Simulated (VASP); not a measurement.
# GaCo (Pm-3m) in VASP: single point with revPBE+U

Aim: the single point of GaCo with revPBE+U.

Everything below comes from runs of VASP 6.6.1. Logs are shortened: lines on timing, memory, paths and dates and some standing lists are left out, and cuts for length are marked.

### Step 1. The cell of the first run

The structure is cubic, space group Pm-3m (No. 221). The conventional cell has a = 3.035 Å, b = 3.035 Å, c = 3.035 Å, α = 90.00°, β = 90.00°, γ = 90.00°. Ga (site symmetry m-3m) has 8 Co at 2.63 Å and 6 Ga at 3.04 Å within 3.5 Å. Co (site symmetry m-3m) has 8 Ga at 2.63 Å and 6 Co at 3.04 Å within 3.5 Å.

### Step 2. Single point, revPBE+U, collinear spin, ferromagnetic start

File INCAR:

```
SYSTEM = GaCo
ALGO = Normal ; EDIFF = 1E-6
ENCUT = 690 ; GGA = RE
GGA_COMPAT = .FALSE. ; ISIF = 2
ISMEAR = 1 ; ISPIN = 2
LASPH = .TRUE. ; LCHARG = .FALSE.
LDAU = .TRUE. ; LDAUJ = 0 0
LDAUL = -1 2 ; LDAUPRINT = 1
LDAUTYPE = 2 ; LDAUU = 0 3.5
LMAXMIX = 4 ; LORBIT = 11
LREAL = .FALSE. ; LWAVE = .FALSE.
MAGMOM = 0 0.43 ; NBANDS = 26
NELM = 200 ; PREC = Accurate
SIGMA = 0.2
```

File KPOINTS:

```
k-points
0
G
  9 9 9
  0 0 0
```

File POSCAR:

```
GaCo
1.0
    3.0354099952      0.0000000000      0.0000000000
    0.0000000000      3.0354099952      0.0000000000
    0.0000000000      0.0000000000      3.0354099952
Ga Co
1 1
Direct
    0.5000000000      0.5000000000      0.5000000000
    0.0000000000      0.0000000000      0.0000000000
```

Potentials or basis: VASP PAW PBE potentials, release 64 (Ga_d, Co_sv).

The run is started by

```bash
$ cat potpaw_PBE.64/Ga_d/POTCAR potpaw_PBE.64/Co_sv/POTCAR > POTCAR
$ mpirun -np 1 vasp_std > vasp.out
```

OUTCAR:

```text
SYSTEM = GaCo
   EDIFF = 1E-6
   ENCUT = 690
   GGA = RE
   ISIF = 2
   ISMEAR = 1
   ISPIN = 2
   LASPH = .TRUE.
   LORBIT = 11
   LREAL = .FALSE.
   NELM = 200
   PREC = Accurate

 ion  position               nearest neighbor table
   1  0.500  0.500  0.500-   2 2.63   2 2.63   2 2.63   2 2.63   2 2.63   2 2.63   2 2.63   2 2.63

   2  0.000  0.000  0.000-   1 2.63   1 2.63   1 2.63   1 2.63   1 2.63   1 2.63   1 2.63   1 2.63

  LATTYP: Found a simple cubic cell.
 ALAT       =     3.0354099952

  Lattice vectors:

 A1 = (   3.0354099952,   0.0000000000,   0.0000000000)
 A2 = (   0.0000000000,   3.0354099952,   0.0000000000)
 A3 = (   0.0000000000,   0.0000000000,   3.0354099952)

Analysis of symmetry for initial positions (statically):
=====================================================================
 Subroutine PRICEL returns:
 Original cell was already a primitive cell.

 Routine SETGRP: Setting up the symmetry group for a
 simple cubic supercell.

 Subroutine GETGRP returns: Found 48 space group operations
 (whereof 48 operations were pure point group operations)
 out of a pool of 48 trial point group operations.

The static configuration has the point symmetry O_h .

Analysis of symmetry for dynamics (positions and initial velocities):
=====================================================================
 Subroutine PRICEL returns:
 Original cell was already a primitive cell.

 Routine SETGRP: Setting up the symmetry group for a
 simple cubic supercell.

 Subroutine GETGRP returns: Found 48 space group operations
 (whereof 48 operations were pure point group operations)
 out of a pool of 48 trial point group operations.

The dynamic configuration has the point symmetry O_h .

Analysis of structural, dynamic, and magnetic symmetry:
=====================================================================
 Subroutine PRICEL returns:
 Original cell was already a primitive cell.

 Routine SETGRP: Setting up the symmetry group for a
 simple cubic supercell.

 Subroutine GETGRP returns: Found 48 space group operations
 (whereof 48 operations were pure point group operations)
 out of a pool of 48 trial point group operations.

The overall configuration has the point symmetry O_h .

 Subroutine INISYM returns: Found 48 space group operations
 (whereof 48 operations are pure point group operations),
 and found     1 'primitive' translations

----------------------------------------------------------------------------------------

                                     Primitive cell

  volume of cell :      27.9674

  direct lattice vectors                    reciprocal lattice vectors
     3.035409995  0.000000000  0.000000000     0.329444787  0.000000000  0.000000000
     0.000000000  3.035409995  0.000000000     0.000000000  0.329444787  0.000000000
     0.000000000  0.000000000  3.035409995     0.000000000  0.000000000  0.329444787

  length of vectors
     3.035409995  3.035409995  3.035409995     0.329444787  0.329444787  0.329444787

  position of ions in fractional coordinates (direct lattice)
     0.500000000  0.500000000  0.500000000
     0.000000000  0.000000000  0.000000000

  ion indices of the primitive-cell ions
   primitive index   ion index
                 1           1
                 2           2

----------------------------------------------------------------------------------------

 KPOINTS: k-points

Automatic generation of k-mesh.
 Grid dimensions read from file:
 generate k-points for:    9    9    9

 Generating k-lattice:
[... 63 lines left out ...]
   LREAL  =      F    real-space projection
   EDIFFG = 0.1E-04   stopping-criterion for IOM
   NSW    =      0    number of steps for IOM
   IBRION =     -1    ionic relax: 0-MD 1-quasi-New 2-CG
   NFREE  =      0    steps in history (QN), initial steepest desc. (CG)
   ISIF   =      2    stress and relaxation
   ISYM   =      2    0-nonsym 1-usesym 2-fastsym
   POTIM  = 0.5000    time-step for ionic-motion
   TEBEG  =    0.0;   TEEND  =   0.0 temperature during run
   PSTRESS=    0.0 pullay stress
   NELECT =      30.0000    total number of electrons
   NUPDOWN=      -1.0000    fix difference up-down
   EMIN   =  10.00;   EMAX   =-10.00  energy-range for DOS
   EFERMI =   0.00;   METHOD = LEGACY
   ISMEAR =     1;   SIGMA  =   0.20  broadening in eV -4-tet -1-fermi 0-gaus
   EFERMI_NEDOS =   21; number of points for ismear=-14 and -15
   IALGO  =     38    algorithm
   IMIX   =      4    mixing-type and parameters
     AMIX     =   0.40;   BMIX     =  1.00
     AMIX_MAG =   1.60;   BMIX_MAG =  1.00
  volume/ion in A,a.u.               =      13.98        94.37
  Fermi-wavevector in a.u.,A,eV,Ry     =   1.675835  3.166869 38.210908  2.808423
  Thomas-Fermi vector in A             =   2.760384
   LORBIT       =     11    0 simple, 1 ext, 2 COOP (PROOUT), +10 PAW based schemes
 LDA+U is selected, type is set to LDAUTYPE =  2
   angular momentum for each species LDAUL =    -1    2
   U (eV)           for each species LDAUU =   0.0  3.5
   J (eV)           for each species LDAUJ =   0.0  0.0
   GGA     = RE    functional components
   LHFCALC =     F    Hartree Fock is set to
   AEXX    =    0.0000 exact exchange contribution
   IVDW    =     0    specifies the selected vdW correction
   LEPSILON=     F    determine dielectric tensor
   LRPA    =     F    only Hartree local field effects (RPA)
 spin polarized calculation
 Methfessel and Paxton  Order N= 1 SIGMA  =   0.20
  energy-cutoff  :      690.00
  volume of cell :       27.97
 maximum number of plane-waves:      1189
 NGX is ok and might be reduce to    28
   NGX = 13   NGY = 13   NGZ = 13

atom =   2  type =  2  l = 2

 onsite density matrix

spin component  1

  0.8257 -0.0000  0.0000  0.0000 -0.0000
 -0.0000  0.8257 -0.0000 -0.0000  0.0000
  0.0000 -0.0000  0.8835  0.0000 -0.0000
  0.0000 -0.0000  0.0000  0.8257 -0.0000
 -0.0000  0.0000 -0.0000 -0.0000  0.8835

spin component  2

  0.7827 -0.0000 -0.0000  0.0000  0.0000
 -0.0000  0.7827 -0.0000 -0.0000 -0.0000
 -0.0000 -0.0000  0.1480 -0.0000 -0.0000
  0.0000 -0.0000 -0.0000  0.7827 -0.0000
  0.0000 -0.0000 -0.0000 -0.0000  0.1480

 occupancies and eigenvectors

  o =  0.1480  v =  0.0000  0.0000  0.0000  0.0000  0.0000  0.0000  0.0000  0.9953  0.0000 -0.0965      0.0000  0.0000  0.0000  0.0000  0.0000  0.0000  0.0000  0.0000  0.0000  0.0000
  o =  0.1480  v =  0.0000  0.0000  0.0000  0.0000  0.0000  0.0000 -0.0000 -0.0965 -0.0000 -0.9953      0.0000  0.0000  0.0000  0.0000  0.0000  0.0000  0.0000  0.0000  0.0000  0.0000
  o =  0.7827  v =  0.0000  0.0000  0.0000  0.0000  0.0000  0.0000  0.1502 -0.0000  0.9887 -0.0000      0.0000  0.0000  0.0000  0.0000  0.0000  0.0000  0.0000  0.0000  0.0000  0.0000
  o =  0.7827  v =  0.0000  0.0000  0.0000  0.0000  0.0000  0.0000  0.9887 -0.0000 -0.1502  0.0000      0.0000  0.0000  0.0000  0.0000  0.0000  0.0000  0.0000  0.0000  0.0000  0.0000
  o =  0.7827  v =  0.0000  0.0000  0.0000  0.0000  0.0000  1.0000  0.0000  0.0000  0.0000  0.0000      0.0000  0.0000  0.0000  0.0000  0.0000  0.0000  0.0000  0.0000  0.0000  0.0000
  o =  0.8257  v =  1.0000  0.0000  0.0000  0.0000  0.0000  0.0000  0.0000  0.0000  0.0000  0.0000      0.0000  0.0000  0.0000  0.0000  0.0000  0.0000  0.0000  0.0000  0.0000  0.0000
  o =  0.8257  v =  0.0000  0.1728 -0.0000 -0.9849 -0.0000  0.0000  0.0000  0.0000  0.0000  0.0000      0.0000  0.0000  0.0000  0.0000  0.0000  0.0000  0.0000  0.0000  0.0000  0.0000
  o =  0.8257  v =  0.0000 -0.9849 -0.0000 -0.1728  0.0000  0.0000  0.0000  0.0000  0.0000  0.0000      0.0000  0.0000  0.0000  0.0000  0.0000  0.0000  0.0000  0.0000  0.0000  0.0000
  o =  0.8835  v =  0.0000  0.0000 -0.7358 -0.0000  0.6772  0.0000  0.0000  0.0000  0.0000  0.0000      0.0000  0.0000  0.0000  0.0000  0.0000  0.0000  0.0000  0.0000  0.0000  0.0000
  o =  0.8835  v =  0.0000 -0.0000  0.6772 -0.0000  0.7358  0.0000  0.0000  0.0000  0.0000  0.0000      0.0000  0.0000  0.0000  0.0000  0.0000  0.0000  0.0000  0.0000  0.0000  0.0000

 number of electron      29.9999995 magnetization       1.4826691

 Free energy of the ion-electron system (eV)
  ---------------------------------------------------
  ext. energy  EPLUGINS =         0.00000000
  ---------------------------------------------------
  free energy    TOTEN  =        -6.37115845 eV

  energy without entropy =       -6.37138100  energy(sigma->0) =       -6.37123263

 E-fermi :   8.9374     XC(G=0): -12.3454

 val. band max:        8.9351171597   @ k =   0.4444   0.3333   0.3333
 cond. band min:       8.9783249863   @ k =   0.3333   0.0000   0.0000
 fundamental gap:      0.0432078266
 Fermi energy:         8.9374038670

 spin component 1

 k-point     1 :       0.0000    0.0000    0.0000
  band No.  band energies     occupation
      1     -86.7845      1.00000
      2     -50.0273      1.00000
      3     -50.0273      1.00000
      4     -50.0273      1.00000
      5      -6.1817      1.00000
      6      -6.1817      1.00000
[... 1385 lines left out ...]
     25      29.7414      0.00000
     26      31.4569      0.00000

 [... further k-points ...]

------------------------ aborting loop because EDIFF is reached ----------------------------------------

  FORCE on cell =-STRESS in cart. coord.  units (eV):
  Direction    XX          YY          ZZ          XY          YZ          ZX
  --------------------------------------------------------------------------------------
  -------------------------------------------------------------------------------------
  Total       -0.2985301     -0.2985301     -0.2985301     -0.0000000     -0.0000000     -0.0000000
  in kB      -17.1019882    -17.1019882    -17.1019882     -0.0000000     -0.0000000     -0.0000000
  external PRESSURE =     -17.1019882 kB  Pullay stress =       0.0000000 kB

 VOLUME and BASIS-vectors are now :
 -----------------------------------------------------------------------------
  energy-cutoff  :      690.00
  volume of cell :       27.97
      direct lattice vectors                 reciprocal lattice vectors
     3.035409995  0.000000000  0.000000000     0.329444787  0.000000000  0.000000000
     0.000000000  3.035409995  0.000000000     0.000000000  0.329444787  0.000000000
     0.000000000  0.000000000  3.035409995     0.000000000  0.000000000  0.329444787

 POSITION                                       TOTAL-FORCE (eV/Angst)
 -----------------------------------------------------------------------------------
      1.51770      1.51770      1.51770         0.000000      0.000000      0.000000
      0.00000      0.00000      0.00000         0.000000      0.000000      0.000000
 -----------------------------------------------------------------------------------
    total drift:                               -0.000000      0.000000      0.000000

  FREE ENERGIE OF THE ION-ELECTRON SYSTEM (eV)
  ---------------------------------------------------
  free  energy   TOTEN  =        -6.3711584466 eV

  energy  without entropy=       -6.3713809991  energy(sigma->0) =       -6.37123263

 total charge

# of ion       s       p       d       tot
------------------------------------------
    1        0.860   0.772  10.002  11.634
    2        2.182   6.073   6.858  15.112
--------------------------------------------------
tot          3.042   6.845  16.860  26.746

 magnetization (x)

# of ion       s       p       d       tot
------------------------------------------
    1       -0.009  -0.051  -0.016  -0.076
    2        0.004   0.000   1.596   1.600
--------------------------------------------------
tot         -0.005  -0.051   1.580   1.524
```

Wall time 49 s (1 thread of Intel Xeon 6975P-C (Granite Rapids), shared host); peak memory 0.21 GiB.

What came out:

```
Free energy                                           : -6.3712 eV
Pressure                                              : -1.7 GPa
Net moment                                            : 1.48 μB per cell
Site moments                                          : Ga -0.08; Co +1.60 μB
Valence electrons inside the program's atomic spheres : Ga 11.63; Co 15.11
```

Eigenvalues of the final occupation matrices:
```csv
site,spin,trace,eigenvalues
site 2 d,1,4.24,0.83 0.83 0.83 0.88 0.88
site 2 d,2,2.64,0.15 0.15 0.78 0.78 0.78
```

Caveat: the PAW data sets were made with another functional, which shifts forces and pressure a little; the U is typed as a test and isn't derived for this compound. The state reached can hang on the start; a lower one may exist.
